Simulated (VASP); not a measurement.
# Cd (P6_3/mmc) in VASP: further runs, part 2 of 2

VASP 6.6.1.

## (3) Electric field gradients, PBE (volume scaled by 1.04)

The input, INCAR:

```
SYSTEM = Cd
ALGO     = Normal         ! electronic algorithm
EDIFF    = 1E-8           ! SCF threshold, eV
ENCUT    = 520            ! plane-wave cutoff, eV
GGA      = PE             ! functional
ISIF     = 2              ! what is computed and relaxed
ISMEAR   = -1             ! smearing method
LASPH    = .True.         ! aspherical terms in the spheres
LCHARG   = .False.        ! write CHGCAR
LEFG     = .True.       
LREAL    = .False.        ! projectors in reciprocal space
LWAVE    = .False.        ! write WAVECAR
NBANDS   = 19             ! bands
NELM     = 80             ! most SCF steps
PREC     = Accurate       ! precision mode
SIGMA    = 0.05           ! smearing width, eV
```

The input, KPOINTS:

```
k-points
0
Gamma
  14 14 7
  0 0 0
```

The input, POSCAR:

```
Cd
1.0
    3.0180726944      0.0000000000      0.0000000000
   -1.5090363471      2.6137276237      0.0000000000
    0.0000000000      0.0000000000      5.6915749249
Cd
2
Direct
    0.3333333333      0.6666666667      0.2500000000
    0.6666666667      0.3333333333      0.7500000000
```

Potentials or basis: VASP PAW PBE potentials, release 64 (Cd).

Started as:

```console
cat potpaw_PBE.64/Cd/POTCAR > POTCAR
mpirun -np 1 vasp_std > vasp.out
```

OUTCAR:

```text
SYSTEM = Cd
   EDIFF = 1E-8
   ENCUT = 520
   GGA = PE
   ISIF = 2
   ISMEAR = -1
   LASPH = .True.
   LREAL = .False.
   NELM = 80
   PREC = Accurate

 ion  position               nearest neighbor table
   1  0.333  0.667  0.250-   2 3.34   2 3.34   2 3.34   2 3.34   2 3.34   2 3.34
   2  0.667  0.333  0.750-   1 3.34   1 3.34   1 3.34   1 3.34   1 3.34   1 3.34

  LATTYP: Found a hexagonal cell.
 ALAT       =     3.0180726944
 C/A-ratio  =     1.8858309594

  Lattice vectors:

 A1 = (   3.0180726944,   0.0000000000,   0.0000000000)
 A2 = (  -1.5090363471,   2.6137276237,   0.0000000000)
 A3 = (   0.0000000000,   0.0000000000,   5.6915749249)

Analysis of symmetry for initial positions (statically):
=====================================================================
 Subroutine PRICEL returns:
 Original cell was already a primitive cell.

 Routine SETGRP: Setting up the symmetry group for a
 hexagonal supercell.

 Subroutine GETGRP returns: Found 24 space group operations
 (whereof 12 operations were pure point group operations)
 out of a pool of 24 trial point group operations.

The static configuration has the point symmetry D_3d.
 The point group associated with its full space group is D_6h.

Analysis of symmetry for dynamics (positions and initial velocities):
=====================================================================
 Subroutine PRICEL returns:
 Original cell was already a primitive cell.

 Routine SETGRP: Setting up the symmetry group for a
 hexagonal supercell.

 Subroutine GETGRP returns: Found 24 space group operations
 (whereof 12 operations were pure point group operations)
 out of a pool of 24 trial point group operations.

The dynamic configuration has the point symmetry D_3d.
 The point group associated with its full space group is D_6h.

 Subroutine INISYM returns: Found 24 space group operations
 (whereof 12 operations are pure point group operations),
 and found     1 'primitive' translations

----------------------------------------------------------------------------------------

                                     Primitive cell

  volume of cell :      44.8975

  direct lattice vectors                    reciprocal lattice vectors
     3.018072694  0.000000000  0.000000000     0.331337281  0.191297668  0.000000000
    -1.509036347  2.613727624  0.000000000     0.000000000  0.382595337  0.000000000
     0.000000000  0.000000000  5.691574925     0.000000000  0.000000000  0.175698293

  length of vectors
     3.018072694  3.018072694  5.691574925     0.382595337  0.382595337  0.175698293

  position of ions in fractional coordinates (direct lattice)
     0.333333333  0.666666667  0.250000000
     0.666666667  0.333333333  0.750000000

  ion indices of the primitive-cell ions
   primitive index   ion index
                 1           1
                 2           2

[... 76 lines left out ...]
   NFREE  =      0    steps in history (QN), initial steepest desc. (CG)
   ISIF   =      2    stress and relaxation
   ISYM   =      2    0-nonsym 1-usesym 2-fastsym
   POTIM  = 0.5000    time-step for ionic-motion
   TEBEG  =    0.0;   TEEND  =   0.0 temperature during run
   PSTRESS=    0.0 pullay stress
   NELECT =      24.0000    total number of electrons
   NUPDOWN=      -1.0000    fix difference up-down
   EMIN   =  10.00;   EMAX   =-10.00  energy-range for DOS
   EFERMI =   0.00;   METHOD = LEGACY
   ISMEAR =    -1;   SIGMA  =   0.05  broadening in eV -4-tet -1-fermi 0-gaus
   EFERMI_NEDOS =   21; number of points for ismear=-14 and -15
   IALGO  =     38    algorithm
   IMIX   =      4    mixing-type and parameters
     AMIX     =   0.40;   BMIX     =  1.00
     AMIX_MAG =   1.60;   BMIX_MAG =  1.00
  volume/ion in A,a.u.               =      22.45       151.49
  Fermi-wavevector in a.u.,A,eV,Ry     =   1.328631  2.510749 24.017829  1.765261
  Thomas-Fermi vector in A             =   2.457854
   LORBIT       =      0    0 simple, 1 ext, 2 COOP (PROOUT), +10 PAW based schemes
   GGA     = PE    functional components
   LHFCALC =     F    Hartree Fock is set to
   AEXX    =    0.0000 exact exchange contribution
   IVDW    =     0    specifies the selected vdW correction
   LEPSILON=     F    determine dielectric tensor
   LRPA    =     F    only Hartree local field effects (RPA)
 non-spin polarized calculation
  energy-cutoff  :      520.00
  volume of cell :       44.90
 maximum number of plane-waves:      1228
 NGX is ok and might be reduce to    24
   NGX = 11   NGY = 11   NGZ = 21

 number of electron      23.9999991 magnetization

 Free energy of the ion-electron system (eV)
  ---------------------------------------------------
  ext. energy  EPLUGINS =         0.00000000
  ---------------------------------------------------
  free energy    TOTEN  =        -1.48399588 eV

  energy without entropy =       -1.47754300  energy(sigma->0) =       -1.48076944

 E-fermi :   2.7398     XC(G=0): -10.8261

 val. band max:        2.6935601225   @ k =   0.3571   0.0714   0.0000
 cond. band min:       2.7614382288   @ k =   0.3571   0.1429   0.1429
 fundamental gap:      0.0678781063
 Fermi energy:         2.7398452105

 k-point     1 :       0.0000    0.0000    0.0000
  band No.  band energies     occupation
      1      -7.0280      2.00000
      2      -6.7868      2.00000
      3      -6.4610      2.00000
      4      -6.4610      2.00000
      5      -6.4146      2.00000
      6      -6.4146      2.00000
[... 505 lines left out ...]
      6      -6.2420      2.00000
[... 11 lines left out ...]
     18       8.4617      0.00000
     19      10.5671      0.00000

 [... further k-points ...]

------------------------ aborting loop because EDIFF is reached ----------------------------------------

  FORCE on cell =-STRESS in cart. coord.  units (eV):
  Direction    XX          YY          ZZ          XY          YZ          ZX
  --------------------------------------------------------------------------------------
  -------------------------------------------------------------------------------------
  Total        0.3765903      0.3765903      0.1956894      0.0000000     -0.0000000      0.0000000
  in kB       13.4386989     13.4386989      6.9832164      0.0000000     -0.0000000      0.0000000
  external PRESSURE =      11.2868714 kB  Pullay stress =       0.0000000 kB

 VOLUME and BASIS-vectors are now :
 -----------------------------------------------------------------------------
  energy-cutoff  :      520.00
  volume of cell :       44.90
      direct lattice vectors                 reciprocal lattice vectors
     3.018072694  0.000000000  0.000000000     0.331337281  0.191297668  0.000000000
    -1.509036347  2.613727624  0.000000000     0.000000000  0.382595337  0.000000000
     0.000000000  0.000000000  5.691574925     0.000000000  0.000000000  0.175698293

 POSITION                                       TOTAL-FORCE (eV/Angst)
 -----------------------------------------------------------------------------------
     -0.00000      1.74249      1.42289         0.000000     -0.000000      0.000000
      1.50904      0.87124      4.26868        -0.000000      0.000000      0.000000
 -----------------------------------------------------------------------------------
    total drift:                                0.000000     -0.000000      0.000000

  FREE ENERGIE OF THE ION-ELECTRON SYSTEM (eV)
  ---------------------------------------------------
  free  energy   TOTEN  =        -1.4839958796 eV

  energy  without entropy=       -1.4775430040  energy(sigma->0) =       -1.48076944

 Electric field gradients (V/A^2)
---------------------------------------------------------------------
 ion       V_xx      V_yy      V_zz      V_xy      V_xz      V_yz
---------------------------------------------------------------------
   1     -37.911   -37.911    75.822     0.000     0.000    -0.000
   2     -37.911   -37.911    75.822     0.000    -0.000     0.000
---------------------------------------------------------------------

 Electric field gradients after diagonalization (V/A^2)
 (convention: |V_zz| > |V_xx| > |V_yy|)
----------------------------------------------------------------------
 ion       V_xx      V_yy      V_zz     asymmetry (V_yy - V_xx)/ V_zz
----------------------------------------------------------------------
   1     -37.911   -37.911    75.822       0.000
   2     -37.911   -37.911    75.822       0.000
----------------------------------------------------------------------

           NMR quadrupolar parameters

 Cq : quadrupolar parameter    Cq=e*Q*V_zz/h
 eta: asymmetry parameters     (V_yy - V_xx)/ V_zz
 Q  : nuclear electric quadrupole moment in mb (millibarn)
----------------------------------------------------------------------
 ion       Cq(MHz)       eta       Q (mb)
----------------------------------------------------------------------
   1       0.183       0.000       1.000
   2       0.183       0.000       1.000
----------------------------------------------------------------------
```

It took 22 s on 1 thread of Intel Xeon 6975P-C (Granite Rapids), shared host; peak memory 0.2 GiB.

Results:

* Free energy: -1.4840 eV
* Pressure: 1.1 GPa
* Band gap on the k mesh: zero (band 12 reaches 3.99 eV, above the bottom of band 13 at -0.16 eV)

Stress tensor (GPa, compression positive):
```
1.34 0.00 0.00
0.00 1.34 0.00
0.00 0.00 0.70
```

Electric field gradients, principal values (V/Å²):
| atom | least | middle | greatest (by size) |
| --- | --- | --- | --- |
| 1 Cd | -37.911 | -37.911 | 75.822 |
| 2 Cd | -37.911 | -37.911 | 75.822 |

Caveat: without QUAD_EFG the Cq values of the log hold for a quadrupole moment of 1 mb, not for the nuclei.
